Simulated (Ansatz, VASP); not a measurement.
**Two plane-wave programs on Al32H**

Contents of INCAR:

```
  PREC = Accurate
  ENCUT = 520
  EDIFF = 1E-7
  ISMEAR = 0
  SIGMA = 0.1
  LREAL = Auto
  LASPH = T
  NELM = 100
  ALGO = Normal
  ISIF = 2
  LWAVE = F
  LCHARG = T
  LDIPOL = T
  IDIPOL = 3
  DIPOL = 0.5 0.5 0.371
  GGA = PE
  IVDW = 12
  LELF = T
  LVHAR = T
  LVACPOTAV = T
  NBANDS = 70
```

File KPOINTS:

```
Automatic mesh
0
Gamma
  6 6 1
```

POSCAR

```
Al32H
1.0
    5.6288445222      0.0000000000      0.0000000000
   -2.8144222611      4.8747223502      0.0000000000
    0.0000000000      0.0000000000     33.5549453352
Al H
32 1
Direct
    0.1666666667      0.3333333333      0.1192074658
    0.1666666667      0.8333333333      0.1192074658
    0.6666666667      0.3333333333      0.1192074658
    0.6666666667      0.8333333333      0.1192074658
    0.0000000000      0.0000000000      0.1880575786
    0.0000000000      0.5000000000      0.1880575786
    0.5000000000      0.0000000000      0.1880575786
    0.5000000000      0.5000000000      0.1880575786
    0.3333333333      0.1666666667      0.2569076914
    0.3333333333      0.6666666667      0.2569076914
    0.8333333333      0.1666666667      0.2569076914
    0.8333333333      0.6666666667      0.2569076914
    0.0000000000      0.0000000000      0.3257578042
    0.0000000000      0.5000000000      0.3257578042
    0.5000000000      0.0000000000      0.3257578042
    0.5000000000      0.5000000000      0.3257578042
    0.1666666667      0.3333333333      0.3941383343
    0.1666666667      0.8333333333      0.3941383343
    0.6666666667      0.3333333333      0.3941383343
    0.6666666667      0.8333333333      0.3941383343
    0.0000000000      0.0000000000      0.4632563468
    0.0000000000      0.5000000000      0.4632563468
    0.5000000000      0.0000000000      0.4632563468
    0.5000000000      0.5000000000      0.4632563468
    0.3333333333      0.1666666667      0.5326957441
    0.3333333333      0.6666666667      0.5326957441
    0.8333333333      0.1666666667      0.5326957441
    0.8333333333      0.6666666667      0.5326957441
    0.0000000000      0.0000000000      0.6036351761
    0.0000000000      0.5000000000      0.6036351761
    0.5000000000      0.0000000000      0.6036351761
    0.5000000000      0.5000000000      0.6036351761
    0.0833333333      0.1666666667      0.7019813354
```

Input for Ansatz:

```yaml
crystal:
  lattice:
    - [5.6288445222, 0.0, 0.0]
    - [-2.8144222611, 4.8747223502, 0.0]
    - [0.0, 0.0, 33.5549453352]
  atoms:
    - { symbol: Al, position: [0.1666666667, 0.3333333333, 0.1192074658] }
    - { symbol: Al, position: [0.1666666667, 0.8333333333, 0.1192074658] }
    - { symbol: Al, position: [0.6666666667, 0.3333333333, 0.1192074658] }
    - { symbol: Al, position: [0.6666666667, 0.8333333333, 0.1192074658] }
    - { symbol: Al, position: [0.0, 0.0, 0.1880575786] }
    - { symbol: Al, position: [0.0, 0.5, 0.1880575786] }
    - { symbol: Al, position: [0.5, 0.0, 0.1880575786] }
    - { symbol: Al, position: [0.5, 0.5, 0.1880575786] }
    - { symbol: Al, position: [0.3333333333, 0.1666666667, 0.2569076914] }
    - { symbol: Al, position: [0.3333333333, 0.6666666667, 0.2569076914] }
    - { symbol: Al, position: [0.8333333333, 0.1666666667, 0.2569076914] }
    - { symbol: Al, position: [0.8333333333, 0.6666666667, 0.2569076914] }
    - { symbol: Al, position: [0.0, 0.0, 0.3257578042] }
    - { symbol: Al, position: [0.0, 0.5, 0.3257578042] }
    - { symbol: Al, position: [0.5, 0.0, 0.3257578042] }
    - { symbol: Al, position: [0.5, 0.5, 0.3257578042] }
    - { symbol: Al, position: [0.1666666667, 0.3333333333, 0.3941383343] }
    - { symbol: Al, position: [0.1666666667, 0.8333333333, 0.3941383343] }
    - { symbol: Al, position: [0.6666666667, 0.3333333333, 0.3941383343] }
    - { symbol: Al, position: [0.6666666667, 0.8333333333, 0.3941383343] }
    - { symbol: Al, position: [0.0, 0.0, 0.4632563468] }
    - { symbol: Al, position: [0.0, 0.5, 0.4632563468] }
    - { symbol: Al, position: [0.5, 0.0, 0.4632563468] }
    - { symbol: Al, position: [0.5, 0.5, 0.4632563468] }
    - { symbol: Al, position: [0.3333333333, 0.1666666667, 0.5326957441] }
    - { symbol: Al, position: [0.3333333333, 0.6666666667, 0.5326957441] }
    - { symbol: Al, position: [0.8333333333, 0.1666666667, 0.5326957441] }
    - { symbol: Al, position: [0.8333333333, 0.6666666667, 0.5326957441] }
    - { symbol: Al, position: [0.0, 0.0, 0.6036351761] }
    - { symbol: Al, position: [0.0, 0.5, 0.6036351761] }
    - { symbol: Al, position: [0.5, 0.0, 0.6036351761] }
    - { symbol: Al, position: [0.5, 0.5, 0.6036351761] }
    - { symbol: H, position: [0.0833333333, 0.1666666667, 0.7019813354] }
basis:
  ecutwfc: 420
kpoints:
  mp_grid: { grid: [6, 6, 1] }
hamiltonian:
  xc: pbe
  pseudopotentials: { kind: paw, azcp: { folder: soft_1 } }
  dispersion: d3bj
scf:
  occupations: { method: gaussian, width: 0.1 }
output:
  forces: true
  eigenvalues: true
  write_density: true
  write_potential: true
  elf: true
  volumetric_format: npy
efield:
  axis: 3
  dipole_correction: true
  ramp_width: 0.04
```

Alike in both runs: task single point; functional PBE; dispersion D3(BJ); k mesh 6 × 6 × 1; occupations gaussian, width 0.1 eV; no spin polarisation.

```csv
,VASP,Ansatz
version,VASP 6.6.1,Ansatz 0.2.0
potentials or method,"VASP PAW PBE potentials, release 64 (Al, H), cutoff 520 eV","scalar-relativistic, plane waves, PAW"
valence electrons in the cell,97,97
```

```tsv
	VASP	Ansatz	Ansatz less VASP
gap on the k mesh at the Fermi level (eV)	none	none	-
rms of the force components (eV/Å)	0.096	0.096	-0.0003
work function, face that differs most (eV)	4.11	4.11	-0.004
```

Atom by atom the forces differ by 0.001 eV/Å (rms over components). A gap of «none» marks a metal or a gap that the smearing closes. Ansatz's warnings: xc potential rough in thin density.
